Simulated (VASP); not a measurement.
**Li7ZnCl9: single point with PBE**

Li7ZnCl9:

```
Li Cl Zn
1.0
     7.34157    0.25148    0.27013
     0.25148    7.22544    0.15376
     0.27013    0.15376    6.88306
Li Cl Zn
7 9 1
Direct
  0.65971 0.01709 0.53439
  0.88627 0.51178 0.81371
  0.84024 0.47589 0.39033
  0.32705 0.55305 0.18786
  0.45958 0.94595 0.85790
  0.83567 0.86778 0.02824
  0.49754 0.56057 0.61763
  0.17028 0.87850 0.76307
  0.00236 0.12685 0.22205
  0.09741 0.61502 0.07296
  0.45272 0.85560 0.33895
  0.14357 0.34308 0.62088
  0.57900 0.63097 0.88176
  0.86467 0.73672 0.52568
  0.61536 0.30053 0.34187
  0.69137 0.12980 0.86798
  0.17360 0.04576 0.49690
```

```json
{
  "Program": "VASP 6.6.1",
  "Task": "single point",
  "Functional": "PBE",
  "Potentials or basis": "VASP PAW PBE potentials, release 64 (Li_sv, Cl, Zn)",
  "Cutoff": "520 eV",
  "k mesh": "1 × 1 × 1",
  "Occupations": "fermi-dirac, width 0.0991 eV",
  "Spin": "no spin polarisation"
}
```

| Quantity | Value |
| --- | --- |
| Largest force | 2.751 eV/Å |
| Band gap on the k mesh | 3.99 eV |

Forces on the atoms (eV/Å):
```
Li   0.506  0.173 -0.424
Li   0.508 -0.135  0.026
Li   0.796 -0.504 -0.602
Li   2.057 -0.394  0.892
Li  -0.493 -0.147  0.578
Li   0.501  0.390  0.193
Li  -0.618 -0.388 -1.315
Cl   0.662  0.311  0.332
Cl   0.756 -0.615  0.620
Cl  -2.700 -0.284 -0.447
Cl  -0.455 -0.030  0.178
Cl   0.171  0.336 -0.142
Cl   0.169  0.214  1.523
Cl  -0.356  0.077  0.085
Cl  -0.933  1.028  0.630
Cl  -0.077 -0.509 -0.558
Zn  -0.494  0.477 -1.570
```

Levels at points of the mesh, in eV from the valence-band top:
| k point | band 44 | band 45 | band 46 | band 47 | band 48 | band 49 | band 50 | band 51 | band 52 | band 53 |
| --- | --- | --- | --- | --- | --- | --- | --- | --- | --- | --- |
| (0.00, 0.00, 0.00) | -0.60 | -0.50 | -0.41 | -0.03 | 0.00 | 3.99 | 5.53 | 5.66 | 6.10 | 6.37 |

Run time: 29 s on 1 thread of AMD EPYC 9R45 96-Core Processor (Zen 5) (shared host), peak memory 0.33 GiB.

Caveat: the k points lie up to 0.92 Å⁻¹ apart.
